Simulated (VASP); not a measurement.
Set up this calculation in VASP 6.6.1, as the native input.

- Task: single point
- Functional: PBEsol
- Potentials or basis: VASP PAW PBE potentials, release 64 (In_d, P, Al, As)
- Cutoff: 520 eV
- k mesh: 3 × 3 × 3
- Occupations: fermi-dirac, width 0.05 eV
- Spin: no spin polarisation
- Dipole correction: no
- Further INCAR settings: ALGO = Normal; EDIFF = 1e-06; NBANDS = 56

The structure of AlIn2AsP2 (an interface model) lies in POSCAR:

```
AlIn2AsP2
1.0
    2.8370490000     -2.8370490000      0.0000000000
    0.0000000000      2.8370490000     -2.8370490000
   11.8239910000     11.8239910000     11.8239910000
In P Al As
4 4 2 2
Direct
    0.0257270000      0.0000260000      0.0051890000
    0.0594940000      0.0157020000      0.5041450000
    0.3155110000      0.6596100000      0.1670710000
    0.6584840000      0.3450560000      0.3391110000
    0.9778840000      0.9679990000      0.1246200000
    0.0272170000      0.0462820000      0.6350370000
    0.3282740000      0.6498040000      0.3044740000
    0.6687060000      0.3325530000      0.4635390000
    0.3506700000      0.6998510000      0.6720620000
    0.6574310000      0.3338110000      0.8409580000
    0.3245480000      0.6615580000      0.8053260000
    0.7049260000      0.3381260000      0.9600280000
```

One way to write it, as run:

INCAR

```
ALGO = Normal
EDIFF = 1E-6
ENCUT = 520
GGA = PS
ISIF = 2
ISMEAR = -1
LASPH = T
LCHARG = F
LREAL = F
LWAVE = F
NBANDS = 56
NELM = 100
PREC = Accurate
SIGMA = 0.05
```

KPOINTS

```
k-points
0
Gamma
  3 3 3
```

Potentials or basis: VASP PAW PBE potentials, release 64 (In_d, P, Al, As).

The run is started by

```bash
$ cat potpaw_PBE.64/In_d/POTCAR potpaw_PBE.64/P/POTCAR potpaw_PBE.64/Al/POTCAR potpaw_PBE.64/As/POTCAR > POTCAR
$ mpirun -np 1 vasp_std > vasp.out
```

It gave:

| Quantity | Value |
| --- | --- |
| Pressure | 4.6 GPa |
| Largest force | 3.064 eV/Å |
| Band gap on the k mesh | 0.67 eV |

Caveat: the k points lie up to 0.60 Å⁻¹ apart; semilocal functionals underestimate gaps, and a narrow one can read as zero; the PAW data sets were made with another functional, which shifts forces and pressure a little; spin-orbit coupling is left out, which moves the levels of the heavy elements.

Run time: 4.7 min on 1 thread of Intel(R) Xeon(R) Platinum 8375C CPU @ 2.90GHz (Ice Lake) (shared host), peak memory 0.48 GiB.
